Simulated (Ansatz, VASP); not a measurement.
## One calculation of Mg, two programs

File INCAR:

```
SYSTEM = Mg
PREC = Accurate
ENCUT = 520
EDIFF = 1E-6
ISMEAR = -1
SIGMA = 0.1
LREAL = .FALSE.
LASPH = .TRUE.
NELM = 80
ALGO = Normal
ISIF = 2
LWAVE = .FALSE.
LCHARG = .TRUE.
GGA = RE
LELF = .TRUE.
LVHAR = .TRUE.
NBANDS = 7
```

The input KPOINTS:

```
Automatic mesh
0
G
  14 14 14
  0 0 0
```

File POSCAR:

```
Mg
1.0
   -1.7561578124      1.7561578124      1.7561578124
    1.7561578124     -1.7561578124      1.7561578124
    1.7561578124      1.7561578124     -1.7561578124
Mg
1
Direct
    0.0000000000      0.0000000000      0.0000000000
```

Input for Ansatz:

```yaml
crystal:
  lattice:
    - [-1.7561578124, 1.7561578124, 1.7561578124]
    - [1.7561578124, -1.7561578124, 1.7561578124]
    - [1.7561578124, 1.7561578124, -1.7561578124]
  atoms:
    - { symbol: Mg, position: [0.0, 0.0, 0.0] }
hamiltonian:
  xc: revpbe
  pseudopotentials:
    kind: paw
    azcp:
      Mg: "pseudopotentials/Mg.paw.azcp"
basis:
  ecutwfc: 420
  fft_grid_basis: typed
kpoints:
  mp_grid: { grid: [14, 14, 14], shift: [0, 0, 0] }
magnetization:
  spin_polarized: false
scf:
  occupations: { method: fermi_dirac, width: 0.1 }
  lower_state_search: "off"
output:
  stress: true
```

Alike in both runs: task single point; functional revPBE; k mesh 14 × 14 × 14; occupations fermi-dirac, width 0.1 eV; no spin polarisation.

```csv
,VASP,Ansatz
version,VASP 6.6.1,Ansatz 0.2.0
potentials or method,"VASP PAW PBE potentials, release 64 (Mg), cutoff 520 eV","plane waves (420 eV) with PAW, scalar-relativistic"
valence electrons in the cell,2,10
```

|  | VASP | Ansatz | Ansatz less VASP |
| --- | --- | --- | --- |
| pressure (GPa) | 3.1 | 3.3 | +0.20 |

VASP's potentials were made for PBE, not for revPBE. VASP's potentials hold 2 valence electrons a cell and Ansatz's 10, so a difference there can come from the potentials and not from the codes.
